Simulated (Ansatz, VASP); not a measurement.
**Ag: VASP beside Ansatz**

```
CELL_PARAMETERS angstrom
-2.53744 2.53744 1.38422
2.53744 -2.53744 1.38422
2.53744 2.53744 -1.38422
ATOMIC_POSITIONS crystal
Ag 0.00000 0.00000 0.00000
Ag 0.75000 0.25000 0.50000
```

Alike in both runs: task relaxation of cell and atoms; functional r2SCAN; k mesh 8 × 8 × 8; occupations gaussian, width 0.1 eV; no spin polarisation.

|  | VASP | Ansatz |
| --- | --- | --- |
| version | VASP 6.6.1 | Ansatz 0.2.0 |
| potentials or method | VASP PAW PBE potentials, release 64 (Ag), cutoff 600 eV | scalar-relativistic, plane waves, PAW |
| valence electrons in the cell | 22 | 38 |

Ansatz gave:

| Property | Result |
| --- | --- |
| gap on the k mesh at the Fermi level, each at its own relaxed structure (eV) | none |
| relaxed volume (Å³/atom) | 19.05 |
| relaxed cell length with the largest relative difference (Å) | 3.973 |

**Question.** What did VASP give for the same quantities?

**Answer.** gap on the k mesh at the Fermi level, each at its own relaxed structure (eV): none; relaxed volume (Å³/atom): 19.09; relaxed cell length with the largest relative difference (Å): 3.977.

VASP's potentials were made for PBE, not for r2SCAN. A gap of «none» marks a metal or a gap that the smearing closes. VASP's potentials hold 22 valence electrons a cell and Ansatz's 38, so a difference there can come from the potentials and not from the codes.
